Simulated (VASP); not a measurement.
Wanted: the native input for a VASP 6.6.1 run.

```
Task                   : electric field gradients
Functional             : PBE
Potentials or basis    : VASP PAW PBE potentials, release 64 (Cd, F)
Cutoff                 : 520 eV
k mesh                 : 11 × 11 × 11
Occupations            : fermi-dirac, width 0.05 eV
Spin                   : no spin polarisation
Dipole correction      : no
Further INCAR settings : ALGO = Normal; EDIFF = 1e-08; NBANDS = 20
```

The structure of CdF2 (fluorite type) lies in POSCAR:

```
CdF2
1.0
   -0.0274071972      2.7407197206      2.7407197206
    2.7407197206     -0.0274071972      2.7407197206
    2.7133125234      2.7133125234      0.0000000000
Cd F
1 2
Direct
    0.0000000000      0.0000000000      0.0000000000
    0.2500000000      0.2500000000      0.2500000000
    0.7500000000      0.7500000000      0.7500000000
```

This cell differs from its parent crystal: xy shear strain of -2 %.

These files were run (other wordings do the same):

INCAR

```
SYSTEM = CdF2
PREC = Accurate ; ENCUT = 520
EDIFF = 1E-8 ; ISMEAR = -1
SIGMA = 0.05 ; LREAL = .False.
LASPH = .True. ; NELM = 80
ALGO = Normal ; ISIF = 2
LWAVE = .False. ; LCHARG = .False.
GGA = PE ; LEFG = .True.
NBANDS = 20
```

KPOINTS

```
regular mesh
0
Gamma
  11 11 11
  0 0 0
```

Potentials or basis: VASP PAW PBE potentials, release 64 (Cd, F).

Command:

```sh
$ cat potpaw_PBE.64/Cd/POTCAR potpaw_PBE.64/F/POTCAR > POTCAR
$ mpirun -np 1 vasp_std > vasp.out
```

It gave:

```json
{"Pressure": "0.6 GPa", "Largest force": "0.030 eV/Å", "Band gap on the k mesh": "2.90 eV (least direct gap 3.40 eV)", "Largest electric field gradient by atom": "Cd +9.2; F -2.8 V/Å²"}
```

Caveat: the cell differs from its parent crystal (xy shear strain of -2 %); without QUAD_EFG the Cq values of the log hold for a quadrupole moment of 1 mb, not for the nuclei; an odd mesh through Γ misses points on the zone boundary, where band edges can lie.

Wall time 94 s on 1 thread of AMD EPYC 9R45 (Zen 5), on a shared host, peak memory 0.25 GiB.
